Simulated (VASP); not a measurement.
# YZn15O16 (a cell with a defect) in VASP: electric field gradients with PBE

Aim: the electric field gradients of YZn15O16 (a cell with a defect) with PBE.

Everything below comes from runs of VASP 6.6.1. Logs are shortened: lines on timing, memory, paths and dates and some standing lists are left out, and cuts for length are marked.

**1. The cell of the first run**

The cell holds a defect, 32 atoms: a = 6.499 Å, b = 6.499 Å, c = 10.411 Å, α = 90.00°, β = 90.00°, γ = 120.00°.

**2. Electric field gradients, PBE**

INCAR

```
ALGO     = Normal         # electronic algorithm
EDIFF    = 1E-8           # SCF threshold, eV
ENCUT    = 520            # plane-wave cutoff, eV
GGA      = PE             # functional
ISIF     = 2              # what is computed and relaxed
ISMEAR   = -1             # smearing method
LASPH    = T              # aspherical terms in the spheres
LCHARG   = F              # write CHGCAR
LEFG     = T            
LREAL    = Auto         
LWAVE    = F              # write WAVECAR
NBANDS   = 166            # bands
NELECT   = 286.0        
NELM     = 100            # most SCF steps
PREC     = Accurate       # precision mode
SIGMA    = 0.01           # smearing width, eV
```

KPOINTS

```
k-points
0
Gamma
  3 3 2
```

POSCAR

```
YZn15O16
1.0
    6.4986160000      0.0000000000      0.0000000000
   -3.2493080000      5.6279665454      0.0000000000
    0.0000000000      0.0000000000     10.4114180000
Y Zn O
1 15 16
Direct
    0.1666666666      0.3333333334      0.2500000000
    0.1666666666      0.3333333334      0.7500000000
    0.1666666666      0.8333333334      0.2500000000
    0.1666666666      0.8333333334      0.7500000000
    0.6666666666      0.3333333334      0.2500000000
    0.6666666666      0.3333333334      0.7500000000
    0.6666666666      0.8333333334      0.2500000000
    0.6666666666      0.8333333334      0.7500000000
    0.3333333334      0.1666666666      0.0000000000
    0.3333333334      0.1666666666      0.5000000000
    0.3333333334      0.6666666666      0.0000000000
    0.3333333334      0.6666666666      0.5000000000
    0.8333333334      0.1666666666      0.0000000000
    0.8333333334      0.1666666666      0.5000000000
    0.8333333334      0.6666666666      0.0000000000
    0.8333333334      0.6666666666      0.5000000000
    0.3333333334      0.1666666666      0.1895050000
    0.3333333334      0.1666666666      0.6895050000
    0.3333333334      0.6666666666      0.1895050000
    0.3333333334      0.6666666666      0.6895050000
    0.8333333334      0.1666666666      0.1895050000
    0.8333333334      0.1666666666      0.6895050000
    0.8333333334      0.6666666666      0.1895050000
    0.8333333334      0.6666666666      0.6895050000
    0.1666666666      0.3333333334      0.4395050000
    0.1666666666      0.3333333334      0.9395050000
    0.1666666666      0.8333333334      0.4395050000
    0.1666666666      0.8333333334      0.9395050000
    0.6666666666      0.3333333334      0.4395050000
    0.6666666666      0.3333333334      0.9395050000
    0.6666666666      0.8333333334      0.4395050000
    0.6666666666      0.8333333334      0.9395050000
```

Potentials or basis: VASP PAW PBE potentials, release 64 (Y_sv, Zn, O).

Command:

```bash
cat potpaw_PBE.64/Y_sv/POTCAR potpaw_PBE.64/Zn/POTCAR potpaw_PBE.64/O/POTCAR > POTCAR
mpirun -np 1 vasp_std > vasp.out
```

OUTCAR:

```text
EDIFF = 1E-8
   ENCUT = 520
   GGA = PE
   ISIF = 2
   ISMEAR = -1
   LASPH = T
   LREAL = Auto
   NELECT = 286.0
   NELM = 100
   PREC = Accurate

 ion  position               nearest neighbor table
   1  0.167  0.333  0.250-  25 1.97  19 1.98  21 1.98  17 1.98  11 3.21  12 3.21  13 3.21  14 3.21
                             9 3.21  10 3.21   3 3.25   7 3.25   3 3.25   7 3.25   5 3.25   5 3.25
   2  0.167  0.333  0.750-  26 1.97  20 1.98  22 1.98  18 1.98
   3  0.167  0.833  0.250-  27 1.97  17 1.98  23 1.98  19 1.98   1 3.25   1 3.25
   4  0.167  0.833  0.750-  28 1.97  18 1.98  24 1.98  20 1.98
   5  0.667  0.333  0.250-  29 1.97  23 1.98  17 1.98  21 1.98   1 3.25   1 3.25
   6  0.667  0.333  0.750-  30 1.97  24 1.98  18 1.98  22 1.98
   7  0.667  0.833  0.250-  31 1.97  21 1.98  19 1.98  23 1.98   1 3.25   1 3.25
   8  0.667  0.833  0.750-  32 1.97  22 1.98  20 1.98  24 1.98
   9  0.333  0.167  0.000-  17 1.97  28 1.98  30 1.98  26 1.98   1 3.21
  10  0.333  0.167  0.500-  18 1.97  27 1.98  29 1.98  25 1.98   1 3.21
  11  0.333  0.667  0.000-  19 1.97  26 1.98  32 1.98  28 1.98   1 3.21
  12  0.333  0.667  0.500-  20 1.97  25 1.98  31 1.98  27 1.98   1 3.21
  13  0.833  0.167  0.000-  21 1.97  32 1.98  26 1.98  30 1.98   1 3.21
  14  0.833  0.167  0.500-  22 1.97  31 1.98  25 1.98  29 1.98   1 3.21
  15  0.833  0.667  0.000-  23 1.97  30 1.98  28 1.98  32 1.98
  16  0.833  0.667  0.500-  24 1.97  29 1.98  27 1.98  31 1.98
  17  0.333  0.167  0.190-   9 1.97   3 1.98   5 1.98   1 1.98
  18  0.333  0.167  0.690-  10 1.97   4 1.98   6 1.98   2 1.98
  19  0.333  0.667  0.190-  11 1.97   1 1.98   7 1.98   3 1.98
  20  0.333  0.667  0.690-  12 1.97   2 1.98   8 1.98   4 1.98
[... 10 lines left out ...]
  31  0.667  0.833  0.440-   7 1.97  14 1.98  12 1.98  16 1.98
  32  0.667  0.833  0.940-   8 1.97  13 1.98  11 1.98  15 1.98

  LATTYP: Found a hexagonal cell.
 ALAT       =     6.4986160000
 C/A-ratio  =     1.6020977390

  Lattice vectors:

 A1 = (   6.4986160000,   0.0000000000,   0.0000000000)
 A2 = (  -3.2493080000,   5.6279665454,   0.0000000000)
 A3 = (   0.0000000000,   0.0000000000,  10.4114180000)

Analysis of symmetry for initial positions (statically):
=====================================================================
 Subroutine PRICEL returns:
 Original cell was already a primitive cell.

 Routine SETGRP: Setting up the symmetry group for a
 hexagonal supercell.

 Subroutine GETGRP returns: Found  6 space group operations
 (whereof  2 operations were pure point group operations)
 out of a pool of 24 trial point group operations.

The static configuration has the point symmetry C_1h.
 The point group associated with its full space group is C_3v.

Analysis of symmetry for dynamics (positions and initial velocities):
=====================================================================
 Subroutine PRICEL returns:
 Original cell was already a primitive cell.

 Routine SETGRP: Setting up the symmetry group for a
 hexagonal supercell.

 Subroutine GETGRP returns: Found  6 space group operations
 (whereof  2 operations were pure point group operations)
 out of a pool of 24 trial point group operations.

The dynamic configuration has the point symmetry C_1h.
 The point group associated with its full space group is C_3v.

 Subroutine INISYM returns: Found  6 space group operations
 (whereof  2 operations are pure point group operations),
 and found     1 'primitive' translations

----------------------------------------------------------------------------------------

                                     Primitive cell

  volume of cell :     380.7871

  direct lattice vectors                    reciprocal lattice vectors
     6.498616000  0.000000000  0.000000000     0.153878918  0.088842035  0.000000000
    -3.249308000  5.627966545  0.000000000     0.000000000  0.177684070  0.000000000
     0.000000000  0.000000000 10.411418000     0.000000000  0.000000000  0.096048396

  length of vectors
     6.498616000  6.498616000 10.411418000     0.177684070  0.177684070  0.096048396

  position of ions in fractional coordinates (direct lattice)
     0.166666667  0.333333333  0.250000000
     0.166666667  0.333333333  0.750000000
     0.166666667  0.833333333  0.250000000
     0.166666667  0.833333333  0.750000000
     0.666666667  0.333333333  0.250000000
[... 127 lines left out ...]
   NUPDOWN=      -1.0000    fix difference up-down
   EMIN   =  10.00;   EMAX   =-10.00  energy-range for DOS
   EFERMI =   0.00;   METHOD = LEGACY
   ISMEAR =    -1;   SIGMA  =   0.01  broadening in eV -4-tet -1-fermi 0-gaus
   EFERMI_NEDOS =   21; number of points for ismear=-14 and -15
   IALGO  =     38    algorithm
   IMIX   =      4    mixing-type and parameters
     AMIX     =   0.40;   BMIX     =  1.00
     AMIX_MAG =   1.60;   BMIX_MAG =  1.00
  volume/ion in A,a.u.               =      11.90        80.30
  Fermi-wavevector in a.u.,A,eV,Ry     =   1.488114  2.812127 30.129858  2.214482
  Thomas-Fermi vector in A             =   2.601189
   LORBIT       =      0    0 simple, 1 ext, 2 COOP (PROOUT), +10 PAW based schemes
   GGA     = PE    functional components
   LHFCALC =     F    Hartree Fock is set to
   AEXX    =    0.0000 exact exchange contribution
   IVDW    =     0    specifies the selected vdW correction
   LEPSILON=     F    determine dielectric tensor
   LRPA    =     F    only Hartree local field effects (RPA)
 non-spin polarized calculation
  energy-cutoff  :      520.00
  volume of cell :      380.79
 maximum number of plane-waves:     10266
   NGX = 25   NGY = 25   NGZ = 39

 number of electron     286.0000131 magnetization

 Free energy of the ion-electron system (eV)
  ---------------------------------------------------
  ext. energy  EPLUGINS =         0.00000000
  ---------------------------------------------------
  free energy    TOTEN  =      -153.15387211 eV

  energy without entropy =     -153.15387211  energy(sigma->0) =     -153.15387211

 E-fermi :   1.9055     XC(G=0): -10.9298

 val. band max:        1.6105764063   @ k =   0.0000   0.0000   0.0000
 cond. band min:       2.3428573997   @ k =   0.0000   0.0000   0.0000
 fundamental gap:      0.7322809933
 Fermi energy:         1.9054708228

 k-point     1 :       0.0000    0.0000    0.0000
  band No.  band energies     occupation
      1     -38.2426      2.00000
      2     -19.8176      2.00000
      3     -19.8176      2.00000
      4     -19.7981      2.00000
      5     -16.8449      2.00000
      6     -16.2356      2.00000
[... 937 lines left out ...]
    154       7.7158      0.00000
    155       8.0766      0.00000
 [bands above 155 left out]

------------------------ aborting loop because EDIFF is reached ----------------------------------------

  FORCE on cell =-STRESS in cart. coord.  units (eV):
  Direction    XX          YY          ZZ          XY          YZ          ZX
  --------------------------------------------------------------------------------------
  -------------------------------------------------------------------------------------
  Total       18.5020613     18.5020613     21.3537217     -0.0000000     -0.0000000     -0.0000000
  in kB       77.8481746     77.8481746     89.8466511     -0.0000000     -0.0000000     -0.0000000
  external PRESSURE =      81.8476668 kB  Pullay stress =       0.0000000 kB

 VOLUME and BASIS-vectors are now :
 -----------------------------------------------------------------------------
  energy-cutoff  :      520.00
  volume of cell :      380.79
      direct lattice vectors                 reciprocal lattice vectors
     6.498616000  0.000000000  0.000000000     0.153878918  0.088842035  0.000000000
    -3.249308000  5.627966545  0.000000000     0.000000000  0.177684070  0.000000000
     0.000000000  0.000000000 10.411418000     0.000000000  0.000000000  0.096048396

 POSITION                                       TOTAL-FORCE (eV/Angst)
 -----------------------------------------------------------------------------------
     -0.00000      1.87599      2.60285        -0.000000     -0.000000     -0.345920
     -0.00000      1.87599      7.80856        -0.000000     -0.000000     -0.241092
     -1.62465      4.68997      2.60285        -0.086989     -0.050223      0.087625
     -1.62465      4.68997      7.80856        -0.022572     -0.013032     -0.143047
      3.24931      1.87599      2.60285        -0.000000      0.100446      0.087625
      3.24931      1.87599      7.80856        -0.000000      0.026063     -0.143047
[... 24 lines left out ...]
      1.62465      4.68997      4.57587        -0.030690      0.017719     -0.330123
      1.62465      4.68997      9.78158        -0.047828      0.027614      0.398187
 -----------------------------------------------------------------------------------
    total drift:                               -0.000004      0.000002     -0.120193

  FREE ENERGIE OF THE ION-ELECTRON SYSTEM (eV)
  ---------------------------------------------------
  free  energy   TOTEN  =      -153.1538721085 eV

  energy  without entropy=     -153.1538721085  energy(sigma->0) =     -153.15387211

 Electric field gradients (V/A^2)
---------------------------------------------------------------------
 ion       V_xx      V_yy      V_zz      V_xy      V_xz      V_yz
---------------------------------------------------------------------
   1      -2.095    -2.097     4.192    -0.001    -0.000     0.000
   2      -3.600    -3.601     7.202    -0.001    -0.000     0.000
   3       1.358     6.496    -7.854    -4.448    -3.141    -1.813
   4      -1.948    -1.586     3.534    -0.316    -0.215    -0.124
   5       9.064    -1.210    -7.854     0.001    -0.000     3.627
   6      -1.403    -2.131     3.534    -0.001    -0.000     0.249
[... 24 lines left out ...]
  31      -2.193     2.954    -0.762     4.457     0.248    -0.143
  32      -0.505     1.195    -0.691     1.472    -0.031     0.018
---------------------------------------------------------------------

 Electric field gradients after diagonalization (V/A^2)
 (convention: |V_zz| > |V_xx| > |V_yy|)
----------------------------------------------------------------------
 ion       V_xx      V_yy      V_zz     asymmetry (V_yy - V_xx)/ V_zz
----------------------------------------------------------------------
   1      -2.098    -2.094     4.192       0.001
   2      -3.602    -3.600     7.202       0.000
   3       9.064     0.386    -9.450       0.918
   4      -2.142    -1.403     3.545       0.208
   5       9.064     0.386    -9.450       0.918
   6      -2.142    -1.403     3.545       0.208
[... 24 lines left out ...]
  31      -4.786    -0.741     5.528       0.732
  32      -1.356    -0.689     2.045       0.326
----------------------------------------------------------------------

           NMR quadrupolar parameters

 Cq : quadrupolar parameter    Cq=e*Q*V_zz/h
 eta: asymmetry parameters     (V_yy - V_xx)/ V_zz
 Q  : nuclear electric quadrupole moment in mb (millibarn)
----------------------------------------------------------------------
 ion       Cq(MHz)       eta       Q (mb)
----------------------------------------------------------------------
   1       0.010       0.001       1.000
   2       0.017       0.000       1.000
   3      -0.023       0.918       1.000
   4       0.009       0.208       1.000
   5      -0.023       0.918       1.000
   6       0.009       0.208       1.000
[... 24 lines left out ...]
  31       0.013       0.732       1.000
  32       0.005       0.326       1.000
----------------------------------------------------------------------
```

It took 14 min on 1 thread of Intel Xeon Platinum 8488C (Sapphire Rapids), shared host; peak memory 0.6 GiB.

Results:

```
Free energy                             : -153.1539 eV
Largest force                           : 3.198 eV/Å
Largest electric field gradient by atom : Y +4.2; Zn +7.2, -9.4, +3.5, +13.4, +8.6, +6.4, -4.6 (each value once); O -56.0, +3.8, -11.4, +2.4, -63.6, +5.4, +5.5, +2.1, +2.0 (each value once) V/Å²
```

Forces on the atoms (eV/Å):
```
Y    0.000  0.000 -0.346
Zn   0.000  0.000 -0.241
Zn  -0.087 -0.050  0.088
Zn  -0.023 -0.013 -0.143
Zn   0.000  0.100  0.088
Zn   0.000  0.026 -0.143
Zn   0.087 -0.050  0.088
Zn   0.023 -0.013 -0.143
Zn   0.286 -0.165 -0.868
Zn   0.345 -0.199  0.678
Zn   0.000  0.330 -0.868
Zn   0.000  0.398  0.678
Zn  -0.286 -0.165 -0.868
Zn  -0.345 -0.199  0.678
Zn   0.000  0.000 -0.521
Zn   0.000  0.000  0.337
O    2.693 -1.555 -0.746
O   -0.044  0.025 -0.109
O    0.000  3.110 -0.746
O    0.000 -0.051 -0.109
O   -2.693 -1.555 -0.746
O    0.044  0.025 -0.109
O    0.000  0.000  0.266
O    0.000  0.000 -0.060
O    0.000  0.000  2.985
O    0.000  0.000  0.680
O    0.031  0.018 -0.330
O    0.048  0.028  0.398
O    0.000 -0.035 -0.330
O    0.000 -0.055  0.398
O   -0.031  0.018 -0.330
O   -0.048  0.028  0.398
```

Levels at points of the mesh, in eV from the Fermi level:
| k point | band 140 | band 141 | band 142 | band 143 | band 144 | band 145 | band 146 | band 147 |
| --- | --- | --- | --- | --- | --- | --- | --- | --- |
| (0.00, 0.00, 0.00) | -0.77 | -0.63 | -0.29 | -0.29 | 0.44 | 2.94 | 3.06 | 4.70 |
| (0.00, 0.00, 0.50) | -0.74 | -0.74 | -0.30 | -0.30 | 1.41 | 1.56 | 4.11 | 4.32 |

Electric field gradients, principal values (V/Å²):
| atom | least | middle | greatest (by size) |
| --- | --- | --- | --- |
| 1 Y | -2.094 | -2.098 | 4.192 |
| 2 Zn | -3.600 | -3.602 | 7.202 |
| 3 Zn | 0.386 | 9.064 | -9.450 |
| 4 Zn | -1.403 | -2.142 | 3.545 |
| 5 Zn | 0.386 | 9.064 | -9.450 |
| 6 Zn | -1.403 | -2.142 | 3.545 |
| 7 Zn | 0.389 | 9.059 | -9.448 |
| 8 Zn | -1.405 | -2.140 | 3.545 |
| 9 Zn | -5.544 | -7.812 | 13.356 |
| 10 Zn | -1.927 | -6.627 | 8.554 |
| 11 Zn | -5.546 | -7.810 | 13.356 |
| 12 Zn | -1.925 | -6.627 | 8.553 |
| 13 Zn | -5.546 | -7.810 | 13.356 |
| 14 Zn | -1.925 | -6.627 | 8.553 |
| 15 Zn | -3.192 | -3.194 | 6.386 |
| 16 Zn | 2.295 | 2.297 | -4.592 |
| 17 O | 24.091 | 31.940 | -56.030 |
| 18 O | -1.619 | -2.226 | 3.845 |
| 19 O | 24.090 | 31.946 | -56.036 |
| 20 O | -1.626 | -2.220 | 3.845 |
| 21 O | 24.090 | 31.946 | -56.036 |
| 22 O | -1.626 | -2.220 | 3.845 |
| 23 O | 5.682 | 5.691 | -11.373 |
| 24 O | -1.188 | -1.196 | 2.384 |
| 25 O | 31.817 | 31.825 | -63.643 |
| 26 O | -2.708 | -2.717 | 5.426 |
| 27 O | -0.741 | -4.793 | 5.534 |
| 28 O | -0.689 | -1.363 | 2.052 |
| 29 O | -0.741 | -4.793 | 5.534 |
| 30 O | -0.689 | -1.363 | 2.052 |
| 31 O | -0.741 | -4.786 | 5.528 |
| 32 O | -0.689 | -1.356 | 2.045 |

Caveat: the cell carries a net charge on a neutralising background, which shifts energy and pressure; the cell is charged against a uniform background, so pressure and absolute levels hang on convention; without QUAD_EFG the Cq values of the log hold for a quadrupole moment of 1 mb, not for the nuclei.
